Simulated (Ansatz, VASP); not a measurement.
Two plane-wave programs on Mg5Te3

```
Mg Te
1.0
     7.64366    0.00000    0.00000
    -3.82183    6.61961    0.00000
     0.00000    0.00000    4.08986
Mg Te
5 3
Direct
  0.66667 0.33333 0.50000
  0.33333 0.66667 0.50000
  0.00000 0.22018 0.50000
  0.22018 0.00000 0.50000
  0.77982 0.77982 0.50000
  0.00000 0.62715 0.00000
  0.37285 0.37285 0.00000
  0.62715 0.00000 0.00000
```

Change from the starting cell: species swapped into the Yb3Si5 type (P-62m, No. 189).

Alike in both runs: functional PBE; k mesh 3 × 3 × 4; occupations gaussian, width 0.2 eV; no spin polarisation.

Ansatz relaxed the structure, and its values are those at the end. VASP's run is a single point on that final structure, the one shown.

|  | VASP | Ansatz |
| --- | --- | --- |
| version | VASP 6.6.1 | Ansatz 0.2.0 |
| potentials or method | VASP PAW PBE potentials, release 64 (Mg, Te), cutoff 520 eV | scalar-relativistic, plane waves, PAW |
| valence electrons in the cell | 28 | 98 |

```csv
,VASP,Ansatz,Ansatz less VASP
gap on the k mesh at the Fermi level (eV),none,none,-
pressure (GPa),0.0,0.1,+0.07
rms of the force components (eV/Å),0.011,0.012,+0.0013
```

A gap of «none» marks a metal or a gap that the smearing closes. The functional is the same, so the differences come from potentials, cutoffs and numerics. VASP's potentials hold 28 valence electrons a cell and Ansatz's 98, so a difference there can come from the potentials and not from the codes.

The k mesh is coarse, so the values compare programs but aren't converged. Spin-orbit coupling is off throughout.
